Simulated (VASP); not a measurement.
Input of a VASP 6.6.1 run:

INCAR

```
PREC = Accurate
ENCUT = 700
EDIFF = 1E-7
ISMEAR = 0
SIGMA = 0.1
LREAL = False
LASPH = True
NELM = 120
ALGO = Normal
ISIF = 3
LWAVE = False
LCHARG = False
GGA = PE
IBRION = 2
NSW = 90
EDIFFG = -0.04
GGA_COMPAT = False
NELMIN = 4
```

File KPOINTS:

```
Automatic mesh
0
Gamma
  4 4 4
```

POSCAR

```
ZnCd3O
1.0
    4.8182729000      0.0000000000      0.0000000000
    0.0000000000      4.8182729000      0.0000000000
    0.0000000000      0.0000000000      4.8182729000
Zn Cd O
1 3 1
Direct
    0.5000000000      0.5000000000      0.5000000000
    0.5000000000      0.0000000000      0.0000000000
    0.0000000000      0.5000000000      0.0000000000
    0.0000000000      0.0000000000      0.5000000000
    0.0000000000      0.0000000000      0.0000000000
```

Potentials or basis: VASP PAW PBE potentials, release 64 (Zn, Cd_sv_GW, O).

Command:

```bash
$ cat potpaw_PBE.64/Zn/POTCAR potpaw_PBE.64/Cd_sv_GW/POTCAR potpaw_PBE.64/O/POTCAR > POTCAR
$ mpirun -np 1 vasp_std > vasp.out
```

(1) What does it give for the space group after relaxing (to 0.1 Å)?

(2) Predict the relaxed cell.

(3) What does it give for the band gap on the k mesh?

(4) Predict the relaxed volume.

Answers

(1) Pm-3m (No. 221).

(2) a = 4.625 Å, b = 4.625 Å, c = 4.625 Å, α = 90.00°, β = 90.00°, γ = 90.00°.

(3) zero (bands 39 and 40 overlap by 3.22 eV).

(4) 19.78 Å³/atom.
